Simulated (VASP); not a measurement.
# BP (F-43m) in VASP: further runs

The runs below take BP through electric field gradients, with LDA.

All numbers are computed with VASP 6.6.1; they aren't measurements. Logs are shortened: lines on timing, memory, paths and dates and some standing lists are left out, and cuts for length are marked.

## (1) The cell of the first run

It takes space group F-43m (No. 216, cubic). The conventional cell has a = 4.553 Å, b = 4.553 Å, c = 4.553 Å, α = 90.00°, β = 90.00°, γ = 90.00°. B (site symmetry -43m) has 4 P at 1.97 Å within 2.6 Å. P (site symmetry -43m) has 4 B at 1.97 Å within 2.6 Å.

## (2) Electric field gradients, LDA (volume scaled by 1.01)

The input, INCAR:

```
SYSTEM = BP
ALGO = Normal
EDIFF = 1E-8
ENCUT = 520
GGA = CA
ISIF = 2
ISMEAR = -1
LASPH = .True.
LCHARG = .False.
LEFG = .True.
LREAL = .False.
LWAVE = .False.
NBANDS = 11
NELM = 80
PREC = Accurate
SIGMA = 0.08
```

The input, KPOINTS:

```
k-points
0
Gamma
  12 12 12
  0 0 0
```

The input, POSCAR:

```
BP
1.0
    0.0000000000      2.2765382614      2.2765382614
    2.2765382614      0.0000000000      2.2765382614
    2.2765382614      2.2765382614      0.0000000000
B P
1 1
Direct
    0.0000000000      0.0000000000      0.0000000000
    0.7500000000      0.7500000000      0.7500000000
```

Potentials or basis: VASP PAW LDA potentials, release 64 (B, P).

Command:

```
cat potpaw_LDA.64/B/POTCAR potpaw_LDA.64/P/POTCAR > POTCAR
mpirun -np 1 vasp_std > vasp.out
```

OUTCAR:

```text
SYSTEM = BP
   EDIFF = 1E-8
   ENCUT = 520
   GGA = CA
   ISIF = 2
   ISMEAR = -1
   LASPH = .True.
   LREAL = .False.
   NELM = 80
   PREC = Accurate

 ion  position               nearest neighbor table
   1  0.000  0.000  0.000-   2 1.97   2 1.97   2 1.97   2 1.97
   2  0.750  0.750  0.750-   1 1.97   1 1.97   1 1.97   1 1.97

  LATTYP: Found a face centered cubic cell.
 ALAT       =     4.5530765228

  Lattice vectors:

 A1 = (   0.0000000000,   2.2765382614,   2.2765382614)
 A2 = (   2.2765382614,   0.0000000000,   2.2765382614)
 A3 = (   2.2765382614,   2.2765382614,   0.0000000000)

Analysis of symmetry for initial positions (statically):
=====================================================================
 Subroutine PRICEL returns:
 Original cell was already a primitive cell.

 Routine SETGRP: Setting up the symmetry group for a
 face centered cubic supercell.

 Subroutine GETGRP returns: Found 24 space group operations
 (whereof 24 operations were pure point group operations)
 out of a pool of 48 trial point group operations.

The static configuration has the point symmetry T_d .

Analysis of symmetry for dynamics (positions and initial velocities):
=====================================================================
 Subroutine PRICEL returns:
 Original cell was already a primitive cell.

 Routine SETGRP: Setting up the symmetry group for a
 face centered cubic supercell.

 Subroutine GETGRP returns: Found 24 space group operations
 (whereof 24 operations were pure point group operations)
 out of a pool of 48 trial point group operations.

The dynamic configuration has the point symmetry T_d .

 Subroutine INISYM returns: Found 24 space group operations
 (whereof 24 operations are pure point group operations),
 and found     1 'primitive' translations

----------------------------------------------------------------------------------------

                                     Primitive cell

  volume of cell :      23.5969

  direct lattice vectors                    reciprocal lattice vectors
     0.000000000  2.276538261  2.276538261    -0.219631714  0.219631714  0.219631714
     2.276538261  0.000000000  2.276538261     0.219631714 -0.219631714  0.219631714
     2.276538261  2.276538261  0.000000000     0.219631714  0.219631714 -0.219631714

  length of vectors
     3.219511285  3.219511285  3.219511285     0.380413287  0.380413287  0.380413287

  position of ions in fractional coordinates (direct lattice)
     0.000000000  0.000000000  0.000000000
     0.750000000  0.750000000  0.750000000

  ion indices of the primitive-cell ions
   primitive index   ion index
                 1           1
                 2           2

----------------------------------------------------------------------------------------

 KPOINTS: k-points

Automatic generation of k-mesh.
 Grid dimensions read from file:
 generate k-points for:   12   12   12

 Generating k-lattice:

  Cartesian coordinates                     Fractional coordinates (reciprocal lattice)
    -0.018302643  0.018302643  0.018302643     0.083333333  0.000000000  0.000000000
     0.018302643 -0.018302643  0.018302643     0.000000000  0.083333333  0.000000000
     0.018302643  0.018302643 -0.018302643     0.000000000  0.000000000  0.083333333

  Length of vectors
     0.031701107  0.031701107  0.031701107

  Shift w.r.t. Gamma in fractional coordinates (k-lattice)
     0.000000000  0.000000000  0.000000000

 Subroutine IBZKPT returns following result:
 ===========================================

 Found     72 irreducible k-points:

 Following reciprocal coordinates:
            Coordinates               Weight
  0.000000  0.000000  0.000000      1.000000
  0.083333  0.000000  0.000000      8.000000
  0.166667  0.000000  0.000000      8.000000
  0.250000  0.000000  0.000000      8.000000
  0.333333  0.000000  0.000000      8.000000
  0.416667  0.000000  0.000000      8.000000
[... 16 lines left out ...]
  0.500000  0.166667  0.000000     24.000000
 -0.416667  0.166667  0.000000     24.000000
 [... further k-points ...]
   k-points           NKPTS =     72   k-points in BZ     NKDIM =     72   number of bands    NBANDS=     11
   number of dos      NEDOS =    301   number of ions     NIONS =      2
   total plane-waves  NPLWV =  13824
   dimension x,y,z NGX =    24 NGY =   24 NGZ =   24
   dimension x,y,z NGXF=    48 NGYF=   48 NGZF=   48
   ions per type =               1   1
   NGX,Y,Z   is equivalent  to a cutoff of  12.39, 12.39, 12.39 a.u.
   NGXF,Y,Z  is equivalent  to a cutoff of  24.79, 24.79, 24.79 a.u.
 SYSTEM =  BP
   PREC   = accura    normal or accurate (medium, high low for compatibility)
   ISTART =      0    job   : 0-new  1-cont  2-samecut
   ICHARG =      2    charge: 1-file 2-atom 10-const
   ISPIN  =      1    spin polarized calculation?
   LNONCOLLINEAR =      F non collinear calculations
   LSORBIT =      F    spin-orbit coupling
   LASPH  =      T    aspherical Exc in radial PAW
   ENCUT  =  520.0 eV  38.22 Ry    6.18 a.u.   5.99  5.99  5.99*2*pi/ulx,y,z
   NELM   =     80;   NELMIN=  2; NELMDL= -5     # of ELM steps
   EDIFF  = 0.1E-07   stopping-criterion for ELM
   LREAL  =      F    real-space projection
   EDIFFG = 0.1E-06   stopping-criterion for IOM
   NSW    =      0    number of steps for IOM
   IBRION =     -1    ionic relax: 0-MD 1-quasi-New 2-CG
   NFREE  =      0    steps in history (QN), initial steepest desc. (CG)
   ISIF   =      2    stress and relaxation
   ISYM   =      2    0-nonsym 1-usesym 2-fastsym
   POTIM  = 0.5000    time-step for ionic-motion
   TEBEG  =    0.0;   TEEND  =   0.0 temperature during run
   PSTRESS=    0.0 pullay stress
   NELECT =       8.0000    total number of electrons
   NUPDOWN=      -1.0000    fix difference up-down
   EMIN   =  10.00;   EMAX   =-10.00  energy-range for DOS
   EFERMI =   0.00;   METHOD = LEGACY
   ISMEAR =    -1;   SIGMA  =   0.08  broadening in eV -4-tet -1-fermi 0-gaus
   EFERMI_NEDOS =   21; number of points for ismear=-14 and -15
   IALGO  =     38    algorithm
   IMIX   =      4    mixing-type and parameters
     AMIX     =   0.40;   BMIX     =  1.00
     AMIX_MAG =   1.60;   BMIX_MAG =  1.00
  volume/ion in A,a.u.               =      11.80        79.62
  Fermi-wavevector in a.u.,A,eV,Ry     =   1.141528  2.157175 17.729561  1.303086
  Thomas-Fermi vector in A             =   2.278228
   LORBIT       =      0    0 simple, 1 ext, 2 COOP (PROOUT), +10 PAW based schemes
   GGA     = CA    functional components
   LHFCALC =     F    Hartree Fock is set to
   AEXX    =    0.0000 exact exchange contribution
   IVDW    =     0    specifies the selected vdW correction
   LEPSILON=     F    determine dielectric tensor
   LRPA    =     F    only Hartree local field effects (RPA)
 non-spin polarized calculation
  energy-cutoff  :      520.00
  volume of cell :       23.60
 maximum number of plane-waves:       650
   NGX = 11   NGY = 11   NGZ = 11

 number of electron       8.0000000 magnetization

 Free energy of the ion-electron system (eV)
  ---------------------------------------------------
  ext. energy  EPLUGINS =         0.00000000
  ---------------------------------------------------
  free energy    TOTEN  =       -14.37864809 eV

  energy without entropy =      -14.37864130  energy(sigma->0) =      -14.37864469

 E-fermi :   7.8679     XC(G=0): -11.0470

 val. band max:        7.2875600249   @ k =   0.0000   0.0000   0.0000
 cond. band min:       8.4839462270   @ k =   0.4167   0.4167   0.0000
 fundamental gap:      1.1963862020
 Fermi energy:         7.8679066364

 k-point     1 :       0.0000    0.0000    0.0000
  band No.  band energies     occupation
      1      -8.0151      2.00000
      2       7.2876      1.99859
      3       7.2876      1.99859
      4       7.2876      1.99859
      5      10.6510      0.00000
      6      10.6510      0.00000
      7      10.6510      0.00000
      8      14.5053      0.00000
      9      18.4752      0.00000
     10      19.4402      0.00000
     11      19.4402      0.00000

 k-point     2 :       0.0833    0.0000    0.0000
  band No.  band energies     occupation
      1      -7.8911      2.00000
      2       6.3397      2.00000
      3       7.0764      1.99990
      4       7.0764      1.99990
      5      10.9425      0.00000
      6      10.9425      0.00000
      7      10.9886      0.00000
      8      14.8711      0.00000
      9      18.8742      0.00000
     10      18.8910      0.00000
     11      18.8910      0.00000

 k-point     3 :       0.1667    0.0000    0.0000
  band No.  band energies     occupation
      1      -7.5220      2.00000
      2       4.4848      2.00000
      3       6.6307      2.00000
      4       6.6307      2.00000
      5      11.2404      0.00000
      6      11.5440      0.00000
      7      11.5440      0.00000
      8      15.7710      0.00000
      9      18.2108      0.00000
     10      18.2108      0.00000
     11      19.7052      0.00000

 k-point     4 :       0.2500    0.0000    0.0000
  band No.  band energies     occupation
      1      -6.9199      2.00000
      2       2.4958      2.00000
      3       6.1840      2.00000
      4       6.1840      2.00000
      5      11.2196      0.00000
      6      11.9982      0.00000
      7      11.9982      0.00000
      8      16.6842      0.00000
      9      18.2156      0.00000
     10      18.2156      0.00000
     11      20.0314      0.00000
[... 239 lines left out ...]
 k-point    22 :       0.4167    0.1667    0.0000
  band No.  band energies     occupation
      1      -5.4035      2.00000
      2       0.3478      2.00000
      3       4.2217      2.00000
      4       4.6658      2.00000
      5      10.3836      0.00000
      6      13.6388      0.00000
      7      14.0005      0.00000
      8      14.5255      0.00000
      9      20.0163      0.00000
     10      21.8468      0.00000
     11      22.3738      0.00000

 k-point    23 :       0.5000    0.1667    0.0000
  band No.  band energies     occupation
      1      -4.5731      2.00000
      2      -0.9571      2.00000
      3       3.7467      2.00000
      4       4.7400      2.00000
      5      10.5220      0.00000
      6      13.5517      0.00000
      7      13.6740      0.00000
      8      16.0840      0.00000
      9      19.6272      0.00000
     10      21.8255      0.00000
     11      23.1261      0.00000

 k-point    24 :      -0.4167    0.1667    0.0000
  band No.  band energies     occupation
      1      -4.3998      2.00000
      2      -1.1932      2.00000
      3       3.4277      2.00000
      4       4.9993      2.00000
      5      10.7789      0.00000
      6      13.3472      0.00000
      7      13.4951      0.00000
      8      17.4798      0.00000
      9      19.0514      0.00000
     10      20.0098      0.00000
     11      23.1587      0.00000

 [... further k-points ...]

------------------------ aborting loop because EDIFF is reached ----------------------------------------

  FORCE on cell =-STRESS in cart. coord.  units (eV):
  Direction    XX          YY          ZZ          XY          YZ          ZX
  --------------------------------------------------------------------------------------
  -------------------------------------------------------------------------------------
  Total       -1.0069661     -1.0069661     -1.0069661      0.0000000      0.0000000      0.0000000
  in kB      -68.3707872    -68.3707872    -68.3707872      0.0000000      0.0000000      0.0000000
  external PRESSURE =     -68.3707872 kB  Pullay stress =       0.0000000 kB

 VOLUME and BASIS-vectors are now :
 -----------------------------------------------------------------------------
  energy-cutoff  :      520.00
  volume of cell :       23.60
      direct lattice vectors                 reciprocal lattice vectors
     0.000000000  2.276538261  2.276538261    -0.219631714  0.219631714  0.219631714
     2.276538261  0.000000000  2.276538261     0.219631714 -0.219631714  0.219631714
     2.276538261  2.276538261  0.000000000     0.219631714  0.219631714 -0.219631714

 POSITION                                       TOTAL-FORCE (eV/Angst)
 -----------------------------------------------------------------------------------
      0.00000      0.00000      0.00000         0.000000      0.000000      0.000000
      3.41481      3.41481      3.41481        -0.000000     -0.000000     -0.000000
 -----------------------------------------------------------------------------------
    total drift:                               -0.000000     -0.000000     -0.000000

  FREE ENERGIE OF THE ION-ELECTRON SYSTEM (eV)
  ---------------------------------------------------
  free  energy   TOTEN  =       -14.3786480904 eV

  energy  without entropy=      -14.3786412969  energy(sigma->0) =      -14.37864469

 Electric field gradients (V/A^2)
---------------------------------------------------------------------
 ion       V_xx      V_yy      V_zz      V_xy      V_xz      V_yz
---------------------------------------------------------------------
   1      -0.000     0.000     0.000     0.000     0.000     0.000
   2      -0.000     0.000     0.000    -0.000    -0.000    -0.000
---------------------------------------------------------------------

 Electric field gradients after diagonalization (V/A^2)
 (convention: |V_zz| > |V_xx| > |V_yy|)
----------------------------------------------------------------------
 ion       V_xx      V_yy      V_zz     asymmetry (V_yy - V_xx)/ V_zz
----------------------------------------------------------------------
   1      -0.000    -0.000     0.000       0.000
   2       0.000     0.000    -0.000       0.000
----------------------------------------------------------------------

           NMR quadrupolar parameters

 Cq : quadrupolar parameter    Cq=e*Q*V_zz/h
 eta: asymmetry parameters     (V_yy - V_xx)/ V_zz
 Q  : nuclear electric quadrupole moment in mb (millibarn)
----------------------------------------------------------------------
 ion       Cq(MHz)       eta       Q (mb)
----------------------------------------------------------------------
   1       0.000       0.000       1.000
   2      -0.000       0.000       1.000
----------------------------------------------------------------------
```

It took 25 s on 1 thread of Intel Xeon 8259CL, shared host; peak memory 0.13 GiB.

What came out:

```
Free energy            : -14.3786 eV
Pressure               : -6.8 GPa
Band gap on the k mesh : 1.20 eV, indirect (least direct gap 3.36 eV)
```

Caveat: without QUAD_EFG the Cq values of the log hold for a quadrupole moment of 1 mb, not for the nuclei. A k mesh can miss the band edges.

[end of part 1 of 3]
